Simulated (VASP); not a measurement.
# Mg (I4/mmm) in VASP: single point with PBE

Aim: the single point of Mg with PBE.

Program: VASP 6.6.1. These are calculated values, not measurements. Logs are shortened: lines on timing, memory, paths and dates and some standing lists are left out, and cuts for length are marked.

**1. The cell of the first run**

The typed cell holds 1 atom: a = 3.198 Å, b = 3.198 Å, c = 3.198 Å, α = 119.97°, β = 119.97°, γ = 90.04°.

**2. Single point, PBE**

Contents of INCAR:

```
SYSTEM = Mg
ALGO = Fast
EDIFF = 1E-7
ENCUT = 520
GGA = PE
ISIF = 2
ISMEAR = 0
LASPH = .True.
LCHARG = .False.
LREAL = .False.
LWAVE = .False.
NBANDS = 7
NELM = 80
PREC = Accurate
SIGMA = 0.1
```

Contents of KPOINTS:

```
k-points
0
Gamma
  24 24 24
  0 0 0
```

Contents of POSCAR:

```
Mg
1.0
   -1.5996220372      1.5996220372      2.2604812184
    1.5996220372     -1.5996220372      2.2604812184
    1.5996220372      1.5996220372     -2.2604812184
Mg
1
Direct
    0.0000000000      0.0000000000      0.0000000000
```

Potentials or basis: VASP PAW PBE potentials, release 64 (Mg).

On the command line:

```
$ cat potpaw_PBE.64/Mg/POTCAR > POTCAR
$ mpirun -np 1 vasp_std > vasp.out
```

OUTCAR:

```text
SYSTEM = Mg
   EDIFF = 1E-7
   ENCUT = 520
   GGA = PE
   ISIF = 2
   ISMEAR = 0
   LASPH = .True.
   LREAL = .False.
   NELM = 80
   PREC = Accurate

 ion  position               nearest neighbor table
   1  0.000  0.000  0.000-

  LATTYP: Found a body centered tetragonal cell.
 ALAT       =     3.1992440744
 C/A-ratio  =     1.4131345817

  Lattice vectors:

 A1 = (  -1.5996220372,   1.5996220372,   2.2604812184)
 A2 = (   1.5996220372,  -1.5996220372,   2.2604812184)
 A3 = (   1.5996220372,   1.5996220372,  -2.2604812184)

Analysis of symmetry for initial positions (statically):
=====================================================================
 Subroutine PRICEL returns:
 Original cell was already a primitive cell.

 Routine SETGRP: Setting up the symmetry group for a
 body centered tetragonal supercell.

 Subroutine GETGRP returns: Found 16 space group operations
 (whereof 16 operations were pure point group operations)
 out of a pool of 16 trial point group operations.

The static configuration has the point symmetry D_4h.

Analysis of symmetry for dynamics (positions and initial velocities):
=====================================================================
 Subroutine PRICEL returns:
 Original cell was already a primitive cell.

 Routine SETGRP: Setting up the symmetry group for a
 body centered tetragonal supercell.

 Subroutine GETGRP returns: Found 16 space group operations
 (whereof 16 operations were pure point group operations)
 out of a pool of 16 trial point group operations.

The dynamic configuration has the point symmetry D_4h.

 Subroutine INISYM returns: Found 16 space group operations
 (whereof 16 operations are pure point group operations),
 and found     1 'primitive' translations

----------------------------------------------------------------------------------------

                                     Primitive cell

  volume of cell :      23.1364

  direct lattice vectors                    reciprocal lattice vectors
    -1.599622037  1.599622037  2.260481218     0.000000000  0.312573838  0.221191840
     1.599622037 -1.599622037  2.260481218     0.312573838  0.000000000  0.221191840
     1.599622037  1.599622037 -2.260481218     0.312573838  0.312573838  0.000000000

  length of vectors
     3.198023868  3.198023868  3.198023868     0.382920663  0.382920663  0.442046161

  position of ions in fractional coordinates (direct lattice)
     0.000000000  0.000000000  0.000000000

  ion indices of the primitive-cell ions
   primitive index   ion index
                 1           1

----------------------------------------------------------------------------------------

 KPOINTS: k-points

Automatic generation of k-mesh.
 Grid dimensions read from file:
 generate k-points for:   24   24   24

 Generating k-lattice:

  Cartesian coordinates                     Fractional coordinates (reciprocal lattice)
     0.000000000  0.013023910  0.009216327     0.041666667 -0.000000000  0.000000000
     0.013023910  0.000000000  0.009216327    -0.000000000  0.041666667  0.000000000
     0.013023910  0.013023910  0.000000000     0.000000000  0.000000000  0.041666667

  Length of vectors
     0.015955028  0.015955028  0.018418590

  Shift w.r.t. Gamma in fractional coordinates (k-lattice)
     0.000000000  0.000000000  0.000000000

 Subroutine IBZKPT returns following result:
 ===========================================

 Found   1063 irreducible k-points:

 Following reciprocal coordinates:
            Coordinates               Weight
  0.000000  0.000000  0.000000      1.000000
  0.041667  0.000000  0.000000      8.000000
  0.083333  0.000000  0.000000      8.000000
  0.125000  0.000000  0.000000      8.000000
  0.166667 -0.000000  0.000000      8.000000
  0.208333  0.000000  0.000000      8.000000
[... 16 lines left out ...]
  0.416667  0.041667  0.000000     16.000000
  0.458333  0.041667  0.000000     16.000000
 [... further k-points ...]
   k-points           NKPTS =   1063   k-points in BZ     NKDIM =   1063   number of bands    NBANDS=      7
   number of dos      NEDOS =    301   number of ions     NIONS =      1
   total plane-waves  NPLWV =  13824
   dimension x,y,z NGX =    24 NGY =   24 NGZ =   24
   dimension x,y,z NGXF=    48 NGYF=   48 NGZF=   48
   ions per type =               1
   NGX,Y,Z   is equivalent  to a cutoff of  12.48, 12.48, 12.48 a.u.
   NGXF,Y,Z  is equivalent  to a cutoff of  24.95, 24.95, 24.95 a.u.
 SYSTEM =  Mg
   PREC   = accura    normal or accurate (medium, high low for compatibility)
   ISTART =      0    job   : 0-new  1-cont  2-samecut
   ICHARG =      2    charge: 1-file 2-atom 10-const
   ISPIN  =      1    spin polarized calculation?
   LNONCOLLINEAR =      F non collinear calculations
   LSORBIT =      F    spin-orbit coupling
   LASPH  =      T    aspherical Exc in radial PAW
   ENCUT  =  520.0 eV  38.22 Ry    6.18 a.u.   5.95  5.95  5.95*2*pi/ulx,y,z
   NELM   =     80;   NELMIN=  2; NELMDL= -5     # of ELM steps
   EDIFF  = 0.1E-06   stopping-criterion for ELM
   LREAL  =      F    real-space projection
   EDIFFG = 0.1E-05   stopping-criterion for IOM
   NSW    =      0    number of steps for IOM
   IBRION =     -1    ionic relax: 0-MD 1-quasi-New 2-CG
   NFREE  =      0    steps in history (QN), initial steepest desc. (CG)
   ISIF   =      2    stress and relaxation
   ISYM   =      2    0-nonsym 1-usesym 2-fastsym
   POTIM  = 0.5000    time-step for ionic-motion
   TEBEG  =    0.0;   TEEND  =   0.0 temperature during run
   PSTRESS=    0.0 pullay stress
   NELECT =       2.0000    total number of electrons
   NUPDOWN=      -1.0000    fix difference up-down
   EMIN   =  10.00;   EMAX   =-10.00  energy-range for DOS
   EFERMI =   0.00;   METHOD = LEGACY
   ISMEAR =     0;   SIGMA  =   0.10  broadening in eV -4-tet -1-fermi 0-gaus
   EFERMI_NEDOS =   21; number of points for ismear=-14 and -15
   IALGO  =     68    algorithm
   IMIX   =      4    mixing-type and parameters
     AMIX     =   0.40;   BMIX     =  1.00
     AMIX_MAG =   1.60;   BMIX_MAG =  1.00
  volume/ion in A,a.u.               =      23.14       156.13
  Fermi-wavevector in a.u.,A,eV,Ry     =   0.723857  1.367892  7.129036  0.523969
  Thomas-Fermi vector in A             =   1.814180
   LORBIT       =      0    0 simple, 1 ext, 2 COOP (PROOUT), +10 PAW based schemes
   GGA     = PE    functional components
   LHFCALC =     F    Hartree Fock is set to
   AEXX    =    0.0000 exact exchange contribution
   IVDW    =     0    specifies the selected vdW correction
   LEPSILON=     F    determine dielectric tensor
   LRPA    =     F    only Hartree local field effects (RPA)
 non-spin polarized calculation
 RMM-DIIS sequential band-by-band and
 Gauss-broadening in eV      SIGMA  =   0.10
  energy-cutoff  :      520.00
  volume of cell :       23.14
 maximum number of plane-waves:       636
   NGX = 11   NGY = 11   NGZ = 11

 number of electron       2.0000000 magnetization

 Free energy of the ion-electron system (eV)
  ---------------------------------------------------
  ext. energy  EPLUGINS =         0.00000000
  ---------------------------------------------------
  free energy    TOTEN  =        -1.49500267 eV

  energy without entropy =       -1.49291865  energy(sigma->0) =       -1.49396066

 E-fermi :   2.5679     XC(G=0):  -8.4674

 val. band max:        2.5638078111   @ k =  -0.1250   0.4583   0.0417
 cond. band min:       2.5726639187   @ k =  -0.3750  -0.4583   0.0833
 fundamental gap:      0.0088561077
 Fermi energy:         2.5678844773

 k-point     1 :       0.0000    0.0000    0.0000
  band No.  band energies     occupation
      1      -4.3059      2.00000
      2      14.8908      0.00000
      3      14.8908      0.00000
      4      14.8963      0.00000
      5      16.7820      0.00000
      6      16.7837      0.00000
      7      16.7837      0.00000

 k-point     2 :       0.0417    0.0000    0.0000
  band No.  band energies     occupation
      1      -4.2674      2.00000
      2      14.1311      0.00000
      3      14.7883      0.00000
      4      14.7922      0.00000
      5      16.8741      0.00000
      6      16.9498      0.00000
      7      16.9512      0.00000

 k-point     3 :       0.0833    0.0000    0.0000
  band No.  band energies     occupation
      1      -4.1523      2.00000
      2      12.8245      0.00000
      3      14.5561      0.00000
      4      14.5606      0.00000
      5      16.7567      0.00000
      6      17.3757      0.00000
      7      17.3778      0.00000

 k-point     4 :       0.1250    0.0000    0.0000
  band No.  band energies     occupation
      1      -3.9606      2.00000
      2      11.4536      0.00000
      3      14.2957      0.00000
      4      14.3011      0.00000
      5      16.5687      0.00000
      6      17.9564      0.00000
      7      17.9592      0.00000

 k-point     5 :       0.1667   -0.0000    0.0000
  band No.  band energies     occupation
      1      -3.6929      2.00000
      2      10.0967      0.00000
      3      14.0572      0.00000
      4      14.0636      0.00000
      5      16.3671      0.00000
      6      18.3032      0.00000
      7      18.3247      0.00000

 k-point     6 :       0.2083    0.0000    0.0000
  band No.  band energies     occupation
      1      -3.3499      2.00000
      2       8.7772      0.00000
      3      13.8610      0.00000
      4      13.8684      0.00000
      5      16.1843      0.00000
      6      17.6080      0.00000
      7      17.6298      0.00000

 k-point     7 :       0.2500    0.0000    0.0000
  band No.  band energies     occupation
      1      -2.9322      2.00000
      2       7.5055      0.00000
      3      13.7156      0.00000
      4      13.7241      0.00000
      5      16.0401      0.00000
      6      16.9489      0.00000
      7      16.9698      0.00000

 k-point     8 :       0.2917    0.0000    0.0000
  band No.  band energies     occupation
      1      -2.4409      2.00000
      2       6.2877      0.00000
      3      13.6248      0.00000
      4      13.6342      0.00000
      5      15.9455      0.00000
      6      16.3491      0.00000
      7      16.3690      0.00000

 k-point     9 :       0.3333    0.0000    0.0000
  band No.  band energies     occupation
      1      -1.8772      2.00000
      2       5.1274      0.00000
      3      13.5891      0.00000
      4      13.5996      0.00000
      5      15.8149      0.00000
      6      15.8334      0.00000
      7      15.9053      0.00000

 k-point    10 :       0.3750    0.0000    0.0000
  band No.  band energies     occupation
      1      -1.2425      2.00000
      2       4.0278      0.00000
      3      13.6066      0.00000
      4      13.6181      0.00000
      5      15.3520      0.00000
      6      15.3698      0.00000
      7      15.9159      0.00000

 k-point    11 :       0.4167   -0.0000    0.0000
  band No.  band energies     occupation
      1      -0.5392      2.00000
      2       2.9919      0.00000
      3      13.6694      0.00000
      4      13.6820      0.00000
      5      14.9701      0.00000
      6      14.9869      0.00000
      7      15.9666      0.00000
[... 51 lines left out ...]
 k-point    17 :       0.1667    0.0417    0.0000
  band No.  band energies     occupation
      1      -3.5529      2.00000
      2       9.6695      0.00000
      3      13.0203      0.00000
      4      14.6666      0.00000
      5      16.6440      0.00000
      6      17.4443      0.00000
      7      18.3013      0.00000

 k-point    18 :       0.2083    0.0417    0.0000
  band No.  band energies     occupation
      1      -3.1850      2.00000
      2       8.3710      0.00000
      3      12.8207      0.00000
      4      14.5082      0.00000
      5      16.4754      0.00000
      6      16.7404      0.00000
      7      17.7134      0.00000

 k-point    19 :       0.2500    0.0417    0.0000
  band No.  band energies     occupation
      1      -2.7428      2.00000
      2       7.1199      0.00000
      3      12.6821      0.00000
      4      14.3856      0.00000
      5      16.1015      0.00000
      6      16.3350      0.00000
      7      17.0994      0.00000

 k-point    20 :       0.2917    0.0417    0.0000
  band No.  band energies     occupation
      1      -2.2274      2.00000
      2       5.9228      0.00000
      3      12.6051      0.00000
      4      14.2999      0.00000
      5      15.5408      0.00000
      6      16.1821      0.00000
      7      16.6024      0.00000

 k-point    21 :       0.3333    0.0417    0.0000
  band No.  band energies     occupation
      1      -1.6400      2.00000
      2       4.7837      0.00000
      3      12.5899      0.00000
      4      14.2297      0.00000
      5      15.0856      0.00000
      6      15.8504      0.00000
      7      16.3990      0.00000

 k-point    22 :       0.3750    0.0417    0.0000
  band No.  band energies     occupation
      1      -0.9823      2.00000
      2       3.7058      0.00000
      3      12.6360      0.00000
      4      14.1038      0.00000
      5      14.8106      0.00000
      6      15.4327      0.00000
      7      16.3984      0.00000

 k-point    23 :       0.4167    0.0417    0.0000
  band No.  band energies     occupation
      1      -0.2574      2.00000
      2       2.6930      0.07683
      3      12.7419      0.00000
      4      13.8657      0.00000
      5      14.7741      0.00000
      6      15.0545      0.00000
      7      16.4672      0.00000

 k-point    24 :       0.4583    0.0417    0.0000
  band No.  band energies     occupation
      1       0.5212      2.00000
      2       1.7592      2.00000
      3      12.9038      0.00000
      4      13.5946      0.00000
      5      14.7412      0.00000
      6      14.8983      0.00000
      7      16.5550      0.00000

 [... further k-points ...]
[... 5 lines left out ...]
  --------------------------------------------------------------------------------------
  -------------------------------------------------------------------------------------
  Total       -0.0179472     -0.0179472     -0.0157469      0.0000000     -0.0000000      0.0000000
  in kB       -1.2428312     -1.2428312     -1.0904575      0.0000000     -0.0000000      0.0000000
  external PRESSURE =      -1.1920400 kB  Pullay stress =       0.0000000 kB

 VOLUME and BASIS-vectors are now :
 -----------------------------------------------------------------------------
  energy-cutoff  :      520.00
  volume of cell :       23.14
      direct lattice vectors                 reciprocal lattice vectors
    -1.599622037  1.599622037  2.260481218     0.000000000  0.312573838  0.221191840
     1.599622037 -1.599622037  2.260481218     0.312573838  0.000000000  0.221191840
     1.599622037  1.599622037 -2.260481218     0.312573838  0.312573838  0.000000000

 POSITION                                       TOTAL-FORCE (eV/Angst)
 -----------------------------------------------------------------------------------
      0.00000      0.00000      0.00000         0.000000     -0.000000      0.000000
 -----------------------------------------------------------------------------------
    total drift:                                0.000000     -0.000000     -0.000000

  FREE ENERGIE OF THE ION-ELECTRON SYSTEM (eV)
  ---------------------------------------------------
  free  energy   TOTEN  =        -1.4950026688 eV

  energy  without entropy=       -1.4929186505  energy(sigma->0) =       -1.49396066
```

Wall time 60 s (1 thread of AMD EPYC 9R45 (Zen 5), shared host); peak memory 0.26 GiB.

What came out:

- Free energy: -1.4950 eV
- Pressure: -0.1 GPa
- Band gap on the k mesh: zero (band 1 reaches 4.02 eV, above the bottom of band 2 at 1.30 eV)
